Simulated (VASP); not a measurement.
## NbTe: single point with PBEsol

NbTe:

```
Te Nb
1.0
     3.57357    0.00000    0.00000
    -1.78679    3.09480    0.00000
     0.00000    0.00000    3.65746
Te Nb
1 1
Direct
  0.66667 0.33333 0.00000
  0.00000 0.00000 0.50000
```

| Quantity | Value |
| --- | --- |
| Program | VASP 6.6.1 |
| Task | single point |
| Functional | PBEsol |
| Potentials or basis | VASP PAW PBE potentials, release 64 (Te, Nb_sv) |
| Cutoff | 520 eV |
| k mesh | 8 × 8 × 7 |
| Occupations | fermi-dirac, width 0.05 eV |
| Spin | no spin polarisation |
| Dipole correction | no |
| Further INCAR settings | ALGO = Normal; EDIFF = 1e-07; NBANDS = 16 |

The pressure is 4.9 GPa.

Levels at points of the mesh, in eV from the Fermi level:
```
           k point  band 8  band 9  band 10  band 11  band 12  band 13
(0.00, 0.00, 0.00)   -3.20   -2.58     0.13     0.13     2.77     2.77
(0.50, 0.00, 0.00)   -3.00   -2.51    -0.25     1.46     1.85     3.20
```

It took 20 s on 1 thread of Intel(R) Xeon(R) Platinum 8488C (Sapphire Rapids) (shared host), peak memory 0.17 GiB.

Caveat: the PAW data sets were made with another functional, which shifts forces and pressure a little; spin-orbit coupling is left out, which moves the levels of the heavy elements.
